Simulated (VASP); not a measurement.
# AlRu (Pm-3m) in VASP: further runs, part 2 of 2

VASP 6.6.1. Earlier steps stand in the parts before.

### Step 4. Electric field gradients, PBEsol (volume scaled by 0.96)

File INCAR:

```
SYSTEM = AlRu
ALGO = Normal
EDIFF = 1E-8
ENCUT = 520
GGA = PS
ISIF = 2
ISMEAR = -1
LASPH = .True.
LCHARG = .False.
LEFG = .True.
LREAL = .False.
LWAVE = .False.
NBANDS = 16
NELM = 60
PREC = Accurate
SIGMA = 0.05
```

File KPOINTS:

```
k-points
0
Gamma
  12 12 12
  0 0 0
```

File POSCAR:

```
AlRu
1.0
    2.9511680166      0.0000000000      0.0000000000
    0.0000000000      2.9511680166      0.0000000000
    0.0000000000      0.0000000000      2.9511680166
Al Ru
1 1
Direct
    0.0000000000      0.0000000000      0.0000000000
    0.5000000000      0.5000000000      0.5000000000
```

Potentials or basis: VASP PAW PBE potentials, release 64 (Al, Ru_pv).

On the command line:

```console
$ cat potpaw_PBE.64/Al/POTCAR potpaw_PBE.64/Ru_pv/POTCAR > POTCAR
$ mpirun -np 1 vasp_std > vasp.out
```

OUTCAR:

```text
SYSTEM = AlRu
   EDIFF = 1E-8
   ENCUT = 520
   GGA = PS
   ISIF = 2
   ISMEAR = -1
   LASPH = .True.
   LREAL = .False.
   NELM = 60
   PREC = Accurate

 ion  position               nearest neighbor table
   1  0.000  0.000  0.000-   2 2.56   2 2.56   2 2.56   2 2.56   2 2.56   2 2.56   2 2.56   2 2.56

   2  0.500  0.500  0.500-   1 2.56   1 2.56   1 2.56   1 2.56   1 2.56   1 2.56   1 2.56   1 2.56

  LATTYP: Found a simple cubic cell.
 ALAT       =     2.9511680166

  Lattice vectors:

 A1 = (   2.9511680166,   0.0000000000,   0.0000000000)
 A2 = (   0.0000000000,   2.9511680166,   0.0000000000)
 A3 = (   0.0000000000,   0.0000000000,   2.9511680166)

Analysis of symmetry for initial positions (statically):
=====================================================================
 Subroutine PRICEL returns:
 Original cell was already a primitive cell.

 Routine SETGRP: Setting up the symmetry group for a
 simple cubic supercell.

 Subroutine GETGRP returns: Found 48 space group operations
 (whereof 48 operations were pure point group operations)
 out of a pool of 48 trial point group operations.

The static configuration has the point symmetry O_h .

Analysis of symmetry for dynamics (positions and initial velocities):
=====================================================================
 Subroutine PRICEL returns:
 Original cell was already a primitive cell.

 Routine SETGRP: Setting up the symmetry group for a
 simple cubic supercell.

 Subroutine GETGRP returns: Found 48 space group operations
 (whereof 48 operations were pure point group operations)
 out of a pool of 48 trial point group operations.

The dynamic configuration has the point symmetry O_h .

 Subroutine INISYM returns: Found 48 space group operations
[... 151 lines left out ...]

 k-point     1 :       0.0000    0.0000    0.0000
  band No.  band energies     occupation
      1     -30.5428      2.00000
      2     -30.5428      2.00000
      3     -30.5428      2.00000
      4       1.2575      2.00000
      5       7.3639      2.00000
      6       7.3639      2.00000
[... 433 lines left out ...]
      3     -30.5071      2.00000
      4       4.9815      2.00000
      5       7.0757      2.00000
      6       9.1780      2.00000
[... 8 lines left out ...]
     15      23.8340      0.00000
     16      26.7470      0.00000

 [... further k-points ...]
[... 5 lines left out ...]
  --------------------------------------------------------------------------------------
  -------------------------------------------------------------------------------------
  Total        0.9418704      0.9418704      0.9418704      0.0000000     -0.0000000      0.0000000
  in kB       58.7110591     58.7110591     58.7110591      0.0000000     -0.0000000      0.0000000
  external PRESSURE =      58.7110591 kB  Pullay stress =       0.0000000 kB

 VOLUME and BASIS-vectors are now :
 -----------------------------------------------------------------------------
  energy-cutoff  :      520.00
  volume of cell :       25.70
      direct lattice vectors                 reciprocal lattice vectors
     2.951168017  0.000000000  0.000000000     0.338848888  0.000000000  0.000000000
     0.000000000  2.951168017  0.000000000     0.000000000  0.338848888  0.000000000
     0.000000000  0.000000000  2.951168017     0.000000000  0.000000000  0.338848888

 POSITION                                       TOTAL-FORCE (eV/Angst)
 -----------------------------------------------------------------------------------
      0.00000      0.00000      0.00000         0.000000      0.000000      0.000000
      1.47558      1.47558      1.47558         0.000000      0.000000      0.000000
 -----------------------------------------------------------------------------------
    total drift:                                0.000000     -0.000000     -0.000000

  FREE ENERGIE OF THE ION-ELECTRON SYSTEM (eV)
  ---------------------------------------------------
  free  energy   TOTEN  =       -15.5204952046 eV

  energy  without entropy=      -15.5093743549  energy(sigma->0) =      -15.51493478

 Electric field gradients (V/A^2)
---------------------------------------------------------------------
 ion       V_xx      V_yy      V_zz      V_xy      V_xz      V_yz
---------------------------------------------------------------------
   1      -0.000     0.000    -0.000     0.000    -0.000     0.000
   2      -0.000    -0.000    -0.000     0.000    -0.000    -0.000
---------------------------------------------------------------------

 Electric field gradients after diagonalization (V/A^2)
 (convention: |V_zz| > |V_xx| > |V_yy|)
----------------------------------------------------------------------
 ion       V_xx      V_yy      V_zz     asymmetry (V_yy - V_xx)/ V_zz
----------------------------------------------------------------------
   1      -0.000     0.000    -0.000      -0.492
   2      -0.000    -0.000    -0.000      -0.115
----------------------------------------------------------------------

           NMR quadrupolar parameters

 Cq : quadrupolar parameter    Cq=e*Q*V_zz/h
 eta: asymmetry parameters     (V_yy - V_xx)/ V_zz
 Q  : nuclear electric quadrupole moment in mb (millibarn)
----------------------------------------------------------------------
 ion       Cq(MHz)       eta       Q (mb)
----------------------------------------------------------------------
   1      -0.000      -0.492       1.000
   2      -0.000      -0.115       1.000
----------------------------------------------------------------------
```

stdout:

```text
POSCAR found type information on POSCAR AlRu
 POSCAR found :  2 types and       2 ions
 scaLAPACK will be used
 -----------------------------------------------------------------------------
|                                                                             |
|                                                                             |
|     You enforced a specific xc type in the INCAR file but a different       |
|     I HOPE YOU KNOW WHAT YOU ARE DOING!                                     |
|                                                                             |
 -----------------------------------------------------------------------------

 LDA part: xc-table for (Slater+PW92), standard interpolation
 POSCAR, INCAR and KPOINTS ok, starting setup
 FFT: planning ... GRIDC
 FFT: planning ... GRID_SOFT
 FFT: planning ... GRID
 WAVECAR not read
 entering main loop
ion   1

ion   2
```

It took 29 s on 1 thread of Intel Xeon Platinum 8259CL at 2.50GHz (Skylake/Cascade Lake), shared host; peak memory 0.16 GiB.

What came out:

```yaml
Free_energy: -15.5205 eV
Pressure: 5.9 GPa
```

Caveat: without QUAD_EFG the Cq values of the log hold for a quadrupole moment of 1 mb, not for the nuclei; the PAW data sets were made with another functional, which shifts forces and pressure a little.

### Step 5. Electric field gradients, PBEsol (volume scaled by 0.98)

File INCAR:

```
SYSTEM = AlRu
PREC     = Accurate       ! precision mode
ENCUT    = 520            ! plane-wave cutoff, eV
EDIFF    = 1E-8           ! SCF threshold, eV
ISMEAR   = -1             ! smearing method
SIGMA    = 0.05           ! smearing width, eV
LREAL    = .False.        ! projectors in reciprocal space
LASPH    = .True.         ! aspherical terms in the spheres
NELM     = 60             ! most SCF steps
ALGO     = Normal         ! electronic algorithm
ISIF     = 2              ! what is computed and relaxed
LWAVE    = .False.        ! write WAVECAR
LCHARG   = .False.        ! write CHGCAR
GGA      = PS             ! functional
LEFG     = .True.       
NBANDS   = 16             ! bands
```

File KPOINTS:

```
regular mesh
0
Gamma
  12 12 12
  0 0 0
```

File POSCAR:

```
AlRu
1.0
    2.9715215427      0.0000000000      0.0000000000
    0.0000000000      2.9715215427      0.0000000000
    0.0000000000      0.0000000000      2.9715215427
Al Ru
1 1
Direct
    0.0000000000      0.0000000000      0.0000000000
    0.5000000000      0.5000000000      0.5000000000
```

Potentials or basis: VASP PAW PBE potentials, release 64 (Al, Ru_pv).

On the command line:

```console
$ cat potpaw_PBE.64/Al/POTCAR potpaw_PBE.64/Ru_pv/POTCAR > POTCAR
$ mpirun -np 1 vasp_std > vasp.out
```

OUTCAR:

```text
SYSTEM = AlRu
   PREC = Accurate
   ENCUT = 520
   EDIFF = 1E-8
   ISMEAR = -1
   LREAL = .False.
   LASPH = .True.
   NELM = 60
   ISIF = 2
   GGA = PS

 ion  position               nearest neighbor table
   1  0.000  0.000  0.000-   2 2.57   2 2.57   2 2.57   2 2.57   2 2.57   2 2.57   2 2.57   2 2.57

   2  0.500  0.500  0.500-   1 2.57   1 2.57   1 2.57   1 2.57   1 2.57   1 2.57   1 2.57   1 2.57

  LATTYP: Found a simple cubic cell.
 ALAT       =     2.9715215427

  Lattice vectors:

 A1 = (   2.9715215427,   0.0000000000,   0.0000000000)
[... 670 lines left out ...]
  free  energy   TOTEN  =       -15.5321365940 eV

  energy  without entropy=      -15.5206268125  energy(sigma->0) =      -15.52638170

 Electric field gradients (V/A^2)
---------------------------------------------------------------------
 ion       V_xx      V_yy      V_zz      V_xy      V_xz      V_yz
---------------------------------------------------------------------
   1       0.000    -0.000     0.000    -0.000    -0.000     0.000
   2       0.000    -0.000    -0.000     0.000     0.000     0.000
---------------------------------------------------------------------

 Electric field gradients after diagonalization (V/A^2)
 (convention: |V_zz| > |V_xx| > |V_yy|)
----------------------------------------------------------------------
 ion       V_xx      V_yy      V_zz     asymmetry (V_yy - V_xx)/ V_zz
----------------------------------------------------------------------
   1       0.000    -0.000     0.000      -1.111
   2      -0.000     0.000    -0.000      -0.241
----------------------------------------------------------------------

           NMR quadrupolar parameters

 Cq : quadrupolar parameter    Cq=e*Q*V_zz/h
 eta: asymmetry parameters     (V_yy - V_xx)/ V_zz
 Q  : nuclear electric quadrupole moment in mb (millibarn)
----------------------------------------------------------------------
 ion       Cq(MHz)       eta       Q (mb)
----------------------------------------------------------------------
   1       0.000      -1.111       1.000
   2      -0.000      -0.241       1.000
----------------------------------------------------------------------
```

OSZICAR:

```text
N       E                     dE             d eps       ncg     rms          rms(c)
DAV:   1     0.115940382254E+03    0.11594E+03   -0.91169E+03  2744   0.991E+02
DAV:   2    -0.144013767728E+02   -0.13034E+03   -0.12444E+03  3104   0.295E+02
DAV:   3    -0.163188657969E+02   -0.19175E+01   -0.19127E+01  3528   0.373E+01
DAV:   4    -0.163319680913E+02   -0.13102E-01   -0.13086E-01  3264   0.326E+00
DAV:   5    -0.163321550623E+02   -0.18697E-03   -0.18694E-03  3320   0.377E-01    0.138E+01
DAV:   6    -0.156299194972E+02    0.70224E+00   -0.26447E+00  2968   0.176E+01    0.240E+00
DAV:   7    -0.155514972585E+02    0.78422E-01   -0.19121E-01  2856   0.496E+00    0.216E+00
DAV:   8    -0.155323822409E+02    0.19115E-01   -0.18646E-02  3120   0.100E+00    0.209E-01
DAV:   9    -0.155321507476E+02    0.23149E-03   -0.31828E-04  3336   0.140E-01    0.137E-01
DAV:  10    -0.155321380552E+02    0.12692E-04   -0.22814E-05  3088   0.506E-02    0.704E-03
DAV:  11    -0.155321369725E+02    0.10827E-05   -0.91181E-07  3464   0.104E-02    0.458E-03
DAV:  12    -0.155321365934E+02    0.37906E-06   -0.28239E-08  3208   0.167E-03    0.261E-04
DAV:  13    -0.155321365940E+02   -0.56184E-09   -0.56303E-10  1912   0.224E-04
   1 F= -.15532137E+02 E0= -.15526382E+02  d E =-.115098E-01
```

Run time: 33 s. Hardware: 1 thread of Intel Xeon Platinum 8259CL at 2.50GHz (Skylake/Cascade Lake), shared host; peak memory 0.16 GiB.

Results:

```yaml
Free_energy: -15.5321 eV
Pressure: 1.0 GPa
```

Caveat: without QUAD_EFG the Cq values of the log hold for a quadrupole moment of 1 mb, not for the nuclei; the PAW data sets were made with another functional, which shifts forces and pressure a little.

### Step 6. Electric field gradients, PBEsol (volume scaled by 0.99)

File INCAR:

```
SYSTEM = AlRu
  PREC = Accurate
  ENCUT = 520
  EDIFF = 1E-8
  ISMEAR = -1
  SIGMA = 0.05
  LREAL = .False.
  LASPH = .True.
  NELM = 80
  ALGO = Normal
  ISIF = 2
  LWAVE = .False.
  LCHARG = .False.
  GGA = PS
  LEFG = .True.
  NBANDS = 16
```

File KPOINTS:

```
Automatic mesh
0
Gamma
  12 12 12
  0 0 0
```

File POSCAR:

```
AlRu
1.0
    2.9815945741      0.0000000000      0.0000000000
    0.0000000000      2.9815945741      0.0000000000
    0.0000000000      0.0000000000      2.9815945741
Al Ru
1 1
Direct
    0.0000000000      0.0000000000      0.0000000000
    0.5000000000      0.5000000000      0.5000000000
```

Potentials or basis: VASP PAW PBE potentials, release 64 (Al, Ru_pv).

On the command line:

```console
$ cat potpaw_PBE.64/Al/POTCAR potpaw_PBE.64/Ru_pv/POTCAR > POTCAR
$ mpirun -np 1 vasp_std > vasp.out
```

OUTCAR:

```text
SYSTEM = AlRu
   PREC = Accurate
   ENCUT = 520
   EDIFF = 1E-8
   ISMEAR = -1
   LREAL = .False.
   LASPH = .True.
   NELM = 80
   ISIF = 2
   GGA = PS

 ion  position               nearest neighbor table
   1  0.000  0.000  0.000-   2 2.58   2 2.58   2 2.58   2 2.58   2 2.58   2 2.58   2 2.58   2 2.58

   2  0.500  0.500  0.500-   1 2.58   1 2.58   1 2.58   1 2.58   1 2.58   1 2.58   1 2.58   1 2.58

  LATTYP: Found a simple cubic cell.
 ALAT       =     2.9815945741

  Lattice vectors:

 A1 = (   2.9815945741,   0.0000000000,   0.0000000000)
[... 670 lines left out ...]
  free  energy   TOTEN  =       -15.5320926778 eV

  energy  without entropy=      -15.5203886684  energy(sigma->0) =      -15.52624067

 Electric field gradients (V/A^2)
---------------------------------------------------------------------
 ion       V_xx      V_yy      V_zz      V_xy      V_xz      V_yz
---------------------------------------------------------------------
   1       0.000    -0.000    -0.000     0.000     0.000     0.000
   2       0.000     0.000     0.000    -0.000     0.000    -0.000
---------------------------------------------------------------------

 Electric field gradients after diagonalization (V/A^2)
 (convention: |V_zz| > |V_xx| > |V_yy|)
----------------------------------------------------------------------
 ion       V_xx      V_yy      V_zz     asymmetry (V_yy - V_xx)/ V_zz
----------------------------------------------------------------------
   1      -0.000     0.000    -0.000      -0.320
   2       0.000     0.000     0.000      -0.692
----------------------------------------------------------------------

           NMR quadrupolar parameters

 Cq : quadrupolar parameter    Cq=e*Q*V_zz/h
 eta: asymmetry parameters     (V_yy - V_xx)/ V_zz
 Q  : nuclear electric quadrupole moment in mb (millibarn)
----------------------------------------------------------------------
 ion       Cq(MHz)       eta       Q (mb)
----------------------------------------------------------------------
   1      -0.000      -0.320       1.000
   2       0.000      -0.692       1.000
----------------------------------------------------------------------
```

Run time: 41 s. Hardware: 1 thread of Intel Xeon Platinum 8259CL at 2.50GHz (Skylake/Cascade Lake), shared host; peak memory 0.16 GiB.

Results:

* Free energy: -15.5321 eV
* Pressure: -1.2 GPa

Levels at points of the mesh, in eV from the Fermi level:
```tsv
k point	band 6	band 7	band 8	band 9	band 10	band 11	band 12	band 13
(0.00, 0.00, 0.00)	-3.64	0.20	0.20	0.20	6.13	6.13	6.13	11.06
(0.50, 0.00, 0.00)	-2.83	-1.62	-1.62	0.46	2.33	7.45	11.06	11.06
(0.50, 0.50, 0.00)	-1.37	-1.37	-1.18	-1.18	1.56	5.35	6.39	10.68
(0.50, 0.50, 0.50)	-4.68	1.65	1.65	2.67	4.13	4.13	4.13	8.67
```

Caveat: without QUAD_EFG the Cq values of the log hold for a quadrupole moment of 1 mb, not for the nuclei; the PAW data sets were made with another functional, which shifts forces and pressure a little.

### Step 7. The runs side by side

| cell | gap on the mesh (eV) | pressure (GPa) |
| --- | --- | --- |
| a = 2.931 Å, 2 atoms | none | 11.3 |
| a = 2.951 Å, 2 atoms | none | 5.9 |
| a = 2.972 Å, 2 atoms | none | 1.0 |
| a = 2.982 Å, 2 atoms | none | -1.2 |

Alike in all rows: task electric field gradients; level PBEsol; potentials or basis VASP PAW PBE potentials, release 64 (Al, Ru_pv); no spin polarisation; k mesh 12 × 12 × 12; cutoff (eV) 520; smearing fermi-dirac 0.05 eV.

Caveats: the PAW data sets were made with another functional, which shifts forces and pressure a little.

Absolute energies hang on the potentials; compare differences alone.
